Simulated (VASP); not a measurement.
# Ti: single point with PBEsol

Ti:

```xyz
3
Lattice="4.4701 0.0000 0.0000 -2.2351 3.8713 0.0000 0.0000 0.0000 2.8121" Properties=species:S:1:pos:R:3 pbc="T T T"
Ti    0.0000    0.0000    0.0000
Ti    0.0000    2.5808    1.4061
Ti    2.2351    1.2904    1.4061
```

This cell differs from its parent crystal: biaxial strain in the a-b plane: -1.0 %, then relaxed in part.

| Item | Value |
| --- | --- |
| Program | VASP 6.6.1 |
| Task | single point |
| Functional | PBEsol |
| Potentials or basis | VASP PAW PBE potentials, release 64 (Ti_sv) |
| Cutoff | 520 eV |
| k mesh | 12 × 12 × 18 |
| Occupations | gaussian, width 0.1 eV |
| Spin | no spin polarisation |
| Dipole correction | no |
| Further INCAR settings | ALGO = Fast; EDIFF = 1e-06; NBANDS = 25 |

```yaml
Pressure: 1.5 GPa
Band_gap_on_the_k_mesh: zero (bands 18 and 19 overlap by 0.44 eV)
```

Stress tensor (GPa, compression positive):
```
 2.38  0.00  0.00
 0.00  2.38  0.00
 0.00  0.00 -0.31
```

Levels at points of the mesh, in eV from the Fermi level:
| k point | band 15 | band 16 | band 17 | band 18 | band 19 | band 20 | band 21 | band 22 |
| --- | --- | --- | --- | --- | --- | --- | --- | --- |
| (0.00, 0.00, 0.00) | -0.71 | -0.71 | -0.60 | -0.60 | 0.06 | 0.79 | 1.36 | 1.36 |
| (0.50, 0.00, 0.00) | -2.78 | -0.48 | -0.42 | -0.37 | 0.06 | 0.63 | 0.92 | 1.37 |
| (0.00, 0.00, 0.50) | -2.28 | -1.81 | -1.76 | -1.76 | 1.15 | 1.15 | 1.30 | 1.30 |
| (0.50, 0.00, 0.50) | -1.82 | -1.28 | -0.76 | -0.71 | 0.34 | 0.80 | 1.03 | 1.10 |

Run time: 5.4 min on 1 thread of Intel(R) Xeon(R) 6975P-C (Granite Rapids), on a shared host, peak memory 0.3 GiB.

Caveat: the cell differs from its parent crystal (biaxial strain in the a-b plane: -1.0 %, then relaxed in part); the PAW data sets were made with another functional, which shifts forces and pressure a little.
